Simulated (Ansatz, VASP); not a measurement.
Two plane-wave programs on SnO2

Contents of INCAR:

```
SYSTEM = SnO2
PREC     = Accurate       ! precision mode
ENCUT    = 520            ! plane-wave cutoff, eV
EDIFF    = 1E-6           ! SCF threshold, eV
ISMEAR   = 0              ! smearing method
SIGMA    = 0.05           ! smearing width, eV
LREAL    = .False.        ! projectors in reciprocal space
LASPH    = .True.         ! aspherical terms in the spheres
NELM     = 80             ! most SCF steps
ALGO     = Normal         ! electronic algorithm
ISIF     = 2              ! what is computed and relaxed
LWAVE    = .False.        ! write WAVECAR
LCHARG   = .False.        ! write CHGCAR
GGA      = CA             ! functional
NBANDS   = 35             ! bands
```

Contents of KPOINTS:

```
Automatic mesh
0
Gamma
  6 6 8
  0 0 0
```

Contents of POSCAR:

```
SnO2
1.0
    4.6455914113      0.0000000000      0.0000000000
    0.0000000000      4.6460842930      0.0000000000
    0.0000000000      0.0000000000      3.1384636093
Sn O
2 4
Direct
    0.5000000000      0.5000000000      0.5000000000
    0.0000000000      0.0000000000      0.0000000000
    0.3059920358      0.3061675029      0.0000000000
    0.8059920358      0.1938324971      0.5000000000
    0.1940079642      0.8061675029      0.5000000000
    0.6940079642      0.6938324971      0.0000000000
```

Input for Ansatz:

```yaml
crystal:
  lattice:
    - [4.6455914113, 0.0, 0.0]
    - [0.0, 4.646084293, 0.0]
    - [0.0, 0.0, 3.1384636093]
  atoms:
    - { symbol: Sn, position: [0.5, 0.5, 0.5] }
    - { symbol: Sn, position: [0.0, 0.0, 0.0] }
    - { symbol: O, position: [0.3059920358, 0.3061675029, 0.0] }
    - { symbol: O, position: [0.8059920358, 0.1938324971, 0.5] }
    - { symbol: O, position: [0.1940079642, 0.8061675029, 0.5] }
    - { symbol: O, position: [0.6940079642, 0.6938324971, 0.0] }
basis:
  ecutwfc: 520.0
kpoints:
  mp_grid: { grid: [6, 6, 8] }
hamiltonian:
  xc: lda
  pseudopotentials: { kind: paw, azcp: { folder: soft_1 } }
scf:
  occupations: { method: gaussian, width: 0.05 }
output:
  forces: true
  stress: true
  eigenvalues: true
```

Alike in both runs: task single point; functional LDA; k mesh 6 × 6 × 8; occupations gaussian, width 0.05 eV; no spin polarisation.

|  | VASP | Ansatz |
| --- | --- | --- |
| version | VASP 6.6.1 | Ansatz 0.2.0 |
| potentials or method | VASP PAW LDA potentials, release 64 (Sn_d, O), cutoff 520 eV | scalar-relativistic, plane waves, PAW |
| valence electrons in the cell | 52 | 52 |

```csv
,VASP,Ansatz,Ansatz less VASP
gap on the k mesh at the Fermi level (eV),1.80,1.77,-0.030
least direct gap on the mesh (eV),1.80,1.77,-0.030
pressure (GPa),13.3,11.6,-1.70
"traceless stress, the component that is largest in VASP (GPa)",2.57,2.12,-0.446
rms of the force components (eV/Å),0.096,0.081,-0.0154
```

Ansatz warns that its potentials were made for another functional, while VASP's fit it. LDA's correlation is that of Perdew and Zunger in VASP and of Perdew and Wang (1992) in Ansatz. Atom by atom the forces differ by 0.015 eV/Å (rms over components).
